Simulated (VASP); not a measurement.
# CdSe (P6_3mc) in VASP: single point with PBEsol

Aim: the single point of CdSe with PBEsol.

All numbers are computed with VASP 6.6.1; they aren't measurements. Logs are shortened: lines on timing, memory, paths and dates and some standing lists are left out, and cuts for length are marked.

**1. The cell of the first run**

It takes space group P6_3mc (No. 186, hexagonal). Conventional cell: a = 4.258 Å, b = 4.258 Å, c = 7.087 Å, α = 90.00°, β = 90.00°, γ = 120.00°. Within 3.5 Å of Cd (site symmetry 3m) lie 4 Se at 2.62 to 2.63 Å. Se (site symmetry 3m) has 4 Cd at 2.62 to 2.63 Å within 3.5 Å.

**2. Single point, PBEsol, non-collinear spin, zero start, spin-orbit coupling (film at in-plane strain -0.01)**

INCAR reads:

```
PREC = Accurate
ENCUT = 500
EDIFF = 1E-6
ISMEAR = -1
SIGMA = 0.01
LREAL = False
LASPH = True
NELM = 200
ALGO = Normal
ISIF = 2
LWAVE = False
LCHARG = False
MAGMOM = 0 0 0 0 0 0 0 0 0 0 0 0
LORBIT = 11
LSORBIT = True
GGA_COMPAT = False
LORBMOM = True
GGA = PS
NBANDS = 50
```

KPOINTS reads:

```
Automatic mesh
0
Gamma
  6 6 4
```

POSCAR reads:

```
CdSe
1.0
    4.2580906464      0.0000000000      0.0000000000
   -2.1290453232      3.6876146714      0.0000000000
    0.0000000000      0.0000000000      7.0870347606
Cd Se
2 2
Direct
    0.3333333333      0.6666666667      0.0068260099
    0.6666666667      0.3333333333      0.5068260099
    0.3333333333      0.6666666667      0.3781739901
    0.6666666667      0.3333333333      0.8781739901
```

Potentials or basis: VASP PAW PBE potentials, release 64 (Cd, Se).

The run is started by

```
cat potpaw_PBE.64/Cd/POTCAR potpaw_PBE.64/Se/POTCAR > POTCAR
mpirun -np 1 vasp_ncl > vasp.out
```

OUTCAR:

```text
PREC = Accurate
   ENCUT = 500
   EDIFF = 1E-6
   ISMEAR = -1
   LREAL = False
   LASPH = True
   NELM = 200
   ISIF = 2
   LORBIT = 11
   LSORBIT = True
   GGA = PS

 ion  position               nearest neighbor table
   1  0.333  0.667  0.007-   4 2.62   4 2.62   4 2.62   3 2.63
   2  0.667  0.333  0.507-   3 2.62   3 2.62   3 2.62   4 2.63
   3  0.333  0.667  0.378-   2 2.62   2 2.62   2 2.62   1 2.63
   4  0.667  0.333  0.878-   1 2.62   1 2.62   1 2.62   2 2.63

  LATTYP: Found a hexagonal cell.
 ALAT       =     4.2580906464
 C/A-ratio  =     1.6643691619

  Lattice vectors:

 A1 = (   4.2580906464,   0.0000000000,   0.0000000000)
 A2 = (  -2.1290453232,   3.6876146714,   0.0000000000)
 A3 = (   0.0000000000,   0.0000000000,   7.0870347606)

Analysis of symmetry for initial positions (statically):
=====================================================================
 Subroutine PRICEL returns:
 Original cell was already a primitive cell.

 Routine SETGRP: Setting up the symmetry group for a
 hexagonal supercell.

 Subroutine GETGRP returns: Found 12 space group operations
 (whereof  6 operations were pure point group operations)
 out of a pool of 24 trial point group operations.

The static configuration has the point symmetry C_3v.
 The point group associated with its full space group is C_6v.

Analysis of symmetry for dynamics (positions and initial velocities):
=====================================================================
 Subroutine PRICEL returns:
 Original cell was already a primitive cell.

 Routine SETGRP: Setting up the symmetry group for a
 hexagonal supercell.

 Subroutine GETGRP returns: Found 12 space group operations
 (whereof  6 operations were pure point group operations)
 out of a pool of 24 trial point group operations.

The dynamic configuration has the point symmetry C_3v.
 The point group associated with its full space group is C_6v.

Analysis of structural, dynamic, and magnetic symmetry:
=====================================================================
 Subroutine PRICEL returns:
 Original cell was already a primitive cell.

 Routine SETGRP: Setting up the symmetry group for a
 hexagonal supercell.

 Subroutine GETGRP returns: Found 12 space group operations
 (whereof  6 operations were pure point group operations)
 out of a pool of 24 trial point group operations.

The overall configuration has the point symmetry C_3v.
 The point group associated with its full space group is C_6v.

 Subroutine INISYM returns: Found 12 space group operations
 (whereof  6 operations are pure point group operations),
 and found     1 'primitive' translations

----------------------------------------------------------------------------------------

                                     Primitive cell

  volume of cell :     111.2820

  direct lattice vectors                    reciprocal lattice vectors
     4.258090646  0.000000000  0.000000000     0.234847044  0.135589004  0.000000000
    -2.129045323  3.687614671  0.000000000     0.000000000  0.271178008  0.000000000
     0.000000000  0.000000000  7.087034761     0.000000000  0.000000000  0.141102737

  length of vectors
     4.258090646  4.258090646  7.087034761     0.271178008  0.271178008  0.141102737

  position of ions in fractional coordinates (direct lattice)
     0.333333333  0.666666667  0.006826010
     0.666666667  0.333333333  0.506826010
     0.333333333  0.666666667  0.378173990
     0.666666667  0.333333333  0.878173990

  ion indices of the primitive-cell ions
   primitive index   ion index
                 1           1
                 2           2
                 3           3
                 4           4

----------------------------------------------------------------------------------------

 KPOINTS: Automatic mesh

Automatic generation of k-mesh.
 Grid dimensions read from file:
 generate k-points for:    6    6    4

[... 110 lines left out ...]
  ---------------------------------------------------
  free energy    TOTEN  =       -12.43604216 eV

  energy without entropy =      -12.43604216  energy(sigma->0) =      -12.43604216

 E-fermi :   1.2604     XC(G=0):  -9.1436

 val. band max:        1.0566367209   @ k =   0.0000   0.0000   0.0000
 cond. band min:       1.4579109471   @ k =   0.0000   0.0000   0.0000
 fundamental gap:      0.4012742262
 Fermi energy:         1.2603837025

 k-point     1 :       0.0000    0.0000    0.0000
  band No.  band energies     occupation
      1     -11.7855      1.00000
      2     -11.7855      1.00000
      3     -11.4025      1.00000
      4     -11.4025      1.00000
      5      -7.3298      1.00000
      6      -7.3298      1.00000
[... 1213 lines left out ...]
     47       8.0792      0.00000
     48       8.0792      0.00000

 [... further k-points ...]

 [bands above 48 left out]

------------------------ aborting loop because EDIFF is reached ----------------------------------------

  FORCE on cell =-STRESS in cart. coord.  units (eV):
  Direction    XX          YY          ZZ          XY          YZ          ZX
  --------------------------------------------------------------------------------------
  -------------------------------------------------------------------------------------
  Total        0.8406589      0.8406589      0.2257561      0.0000000      0.0000000      0.0000000
  in kB       12.1033445     12.1033445      3.2503115      0.0000000      0.0000000      0.0000000
  external PRESSURE =       9.1523335 kB  Pullay stress =       0.0000000 kB

 VOLUME and BASIS-vectors are now :
 -----------------------------------------------------------------------------
  energy-cutoff  :      500.00
  volume of cell :      111.28
      direct lattice vectors                 reciprocal lattice vectors
     4.258090646  0.000000000  0.000000000     0.234847044  0.135589004  0.000000000
    -2.129045323  3.687614671  0.000000000     0.000000000  0.271178008  0.000000000
     0.000000000  0.000000000  7.087034761     0.000000000  0.000000000  0.141102737

 POSITION                                       TOTAL-FORCE (eV/Angst)
 -----------------------------------------------------------------------------------
     -0.00000      2.45841      0.04838        -0.000000      0.000000      0.003056
      2.12905      1.22920      3.59189         0.000000      0.000000      0.003056
     -0.00000      2.45841      2.68013         0.000000      0.000000     -0.003056
      2.12905      1.22920      6.22365        -0.000000     -0.000000     -0.003056
 -----------------------------------------------------------------------------------
    total drift:                               -0.000000      0.000000      0.002349

  FREE ENERGIE OF THE ION-ELECTRON SYSTEM (eV)
  ---------------------------------------------------
  free  energy   TOTEN  =       -12.4360421604 eV

  energy  without entropy=      -12.4360421604  energy(sigma->0) =      -12.43604216

 orbital moment (x)

 # of ion     p       d       tot
 ----------------------------------------
  1        -0.000   0.000   0.000
  2        -0.000  -0.000  -0.000
  3         0.000   0.000   0.000
  4         0.000  -0.000   0.000
 ----------------------------------------
           -0.000   0.000   0.000

 orbital moment (y)

 # of ion     p       d       tot
 ----------------------------------------
  1        -0.000  -0.000  -0.000
  2         0.000   0.000   0.000
  3        -0.000   0.000  -0.000
  4         0.000  -0.000   0.000
 ----------------------------------------
           -0.000   0.000   0.000

 orbital moment (z)

 # of ion     p       d       tot
 ----------------------------------------
  1         0.000   0.000   0.000
  2         0.000   0.000   0.000
  3         0.000   0.000   0.000
  4         0.000   0.000   0.000
 ----------------------------------------
            0.000   0.000   0.000

 Spin-Orbit-Coupling matrix elements

 Ion:    1  E_soc:     -0.0589648
 l=   1
     0.0000000    -0.0028014    -0.0028446
    -0.0028014     0.0000000    -0.0028014
    -0.0028446    -0.0028014     0.0000000
 l=   2
     0.0000000    -0.0013958     0.0000000    -0.0013958    -0.0056279
    -0.0013958     0.0000000    -0.0042210    -0.0013818    -0.0013958
     0.0000000    -0.0042210     0.0000000    -0.0042210     0.0000000
    -0.0013958    -0.0013818    -0.0042210     0.0000000    -0.0013958
    -0.0056279    -0.0013958     0.0000000    -0.0013958     0.0000000
 l=   3
     0.0000000     0.0000000     0.0000000     0.0000000     0.0000000     0.0000000     0.0000000
     0.0000000     0.0000000     0.0000000     0.0000000     0.0000000     0.0000000     0.0000000
     0.0000000     0.0000000     0.0000000     0.0000000     0.0000000     0.0000000     0.0000000
     0.0000000     0.0000000     0.0000000     0.0000000     0.0000000     0.0000000     0.0000000
[... 49 lines left out ...]
 l=   2
     0.0000000    -0.0000010     0.0000000    -0.0000010    -0.0000074
    -0.0000010     0.0000000    -0.0000058    -0.0000000    -0.0000010
     0.0000000    -0.0000058     0.0000000    -0.0000058     0.0000000
    -0.0000010    -0.0000000    -0.0000058     0.0000000    -0.0000010
    -0.0000074    -0.0000010     0.0000000    -0.0000010     0.0000000
 l=   3
     0.0000000     0.0000000     0.0000000     0.0000000     0.0000000     0.0000000     0.0000000
     0.0000000     0.0000000     0.0000000     0.0000000     0.0000000     0.0000000     0.0000000
     0.0000000     0.0000000     0.0000000     0.0000000     0.0000000     0.0000000     0.0000000
     0.0000000     0.0000000     0.0000000     0.0000000     0.0000000     0.0000000     0.0000000
     0.0000000     0.0000000     0.0000000     0.0000000     0.0000000     0.0000000     0.0000000
     0.0000000     0.0000000     0.0000000     0.0000000     0.0000000     0.0000000     0.0000000
     0.0000000     0.0000000     0.0000000     0.0000000     0.0000000     0.0000000     0.0000000

 total charge

# of ion       s       p       d       tot
------------------------------------------
    1        0.449   0.325   9.551  10.325
    2        0.449   0.325   9.551  10.325
    3        1.444   2.385   0.024   3.853
    4        1.444   2.385   0.024   3.853
--------------------------------------------------
tot          3.787   5.419  19.148  28.354

 magnetization (x)

# of ion       s       p       d       tot
------------------------------------------
    1        0.000   0.000   0.000   0.000
    2        0.000  -0.000   0.000  -0.000
    3        0.000  -0.000  -0.000  -0.000
    4        0.000  -0.000   0.000  -0.000
--------------------------------------------------
tot          0.000  -0.000   0.000  -0.000

 magnetization (y)

# of ion       s       p       d       tot
------------------------------------------
    1        0.000  -0.000   0.000  -0.000
    2        0.000   0.000   0.000   0.000
    3        0.000   0.000  -0.000  -0.000
    4        0.000  -0.000   0.000  -0.000
--------------------------------------------------
tot          0.000  -0.000  -0.000  -0.000

 magnetization (z)

# of ion       s       p       d       tot
------------------------------------------
    1       -0.000   0.000   0.000   0.000
    2       -0.000   0.000   0.000   0.000
    3        0.000  -0.000   0.000  -0.000
    4        0.000  -0.000   0.000  -0.000
--------------------------------------------------
tot         -0.000   0.000   0.000  -0.000
```

Wall time 9.5 min (1 thread of AMD EPYC 7R13, shared host); peak memory 0.53 GiB.

What came out:

```
Free energy                                           : -12.4360 eV
Pressure                                              : 0.9 GPa
Largest force                                         : 0.003 eV/Å
Net moment                                            : 0.00 μB per cell
Valence electrons inside the program's atomic spheres : Cd 10.32; Se 3.85
```

Forces on the atoms (eV/Å):
```
Cd   0.000  0.000  0.003
Cd   0.000  0.000  0.003
Se   0.000  0.000 -0.003
Se   0.000  0.000 -0.003
```

Stress tensor (GPa, compression positive):
```
1.21 0.00 0.00
0.00 1.21 0.00
0.00 0.00 0.33
```

Moments on the atoms (μB; x, y, z):
```
Cd  0.00 0.00 0.00
Cd  0.00 0.00 0.00
Se  0.00 0.00 0.00
Se  0.00 0.00 0.00
```

Caveat: the cell differs from its parent crystal (film at in-plane strain -0.01); the PAW data sets were made with another functional, which shifts forces and pressure a little.
